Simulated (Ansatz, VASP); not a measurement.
**NbC2: VASP beside Ansatz**

```
Nb C
1.0
     3.57785    0.00334   -0.10037
     1.78158    3.13886   -0.05837
     0.22627   -0.16639    6.37774
Nb C
2 4
Direct
  0.83678 0.83235 0.80757
  0.16322 0.16765 0.19243
  0.16970 0.16504 0.85973
  0.42207 0.65123 0.43635
  0.83030 0.83496 0.14027
  0.57793 0.34877 0.56365
```

Change from the starting cell: the structure that the rattled cell fell into.

Alike in both runs: functional PBE; k mesh 12 × 12 × 6; occupations gaussian, width 0.1 eV; no spin polarisation.

Ansatz relaxed the structure, and its values are those at the end. VASP's run is a single point on that final structure, the one shown.

|  | VASP | Ansatz |
| --- | --- | --- |
| version | VASP 6.6.1 | Ansatz 0.2.0 |
| potentials or method | VASP PAW PBE potentials, release 64 (Nb_sv, C), cutoff 520 eV | scalar-relativistic, plane waves, PAW |
| valence electrons in the cell | 42 | 42 |

VASP gave:

```
gap on the k mesh at the Fermi level (eV) : none
pressure (GPa)                            : -0.2
rms of the force components (eV/Å)        : 0.040
```

Question: Estimate Ansatz's values.

Answer: gap on the k mesh at the Fermi level (eV): none; pressure (GPa): 0.0; rms of the force components (eV/Å): 0.000.

A gap of «none» marks a metal or a gap that the smearing closes. The functional is the same, so the differences come from potentials, cutoffs and numerics.
